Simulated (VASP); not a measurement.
The system is Fe.

```
Fe
1.0
     0.00000    1.94174    1.96511
     1.49844    0.00000    1.96511
     1.49844    1.94174    0.00000
Fe
1
Direct
  0.00000 0.00000 0.00000
```

Base run:

* Program: VASP 6.6.1
* Functional: PBE
* Potentials or basis: VASP PAW PBE potentials, release 64 (Fe)
* Cutoff: 520 eV
* k mesh: 11 × 11 × 11
* Occupations: fermi-dirac, width 0.05 eV
* Spin: collinear spin, ferromagnetic start
* Starting moments: [3.0] μB
* Fixed moment: 3 μB

Its results: pressure 21.7 GPa; site moments Fe +2.95 μB.

Question: The run is repeated on the same cell with these changes: fixed moment from 3 μB to 6 μB; moments at the start from [3.0] to [6.0]. What comes out?

Answer: Pressure 222.7 GPa; site moments Fe +5.53 μB.

Caveats: the total moment is fixed, so each spin has its own Fermi level.
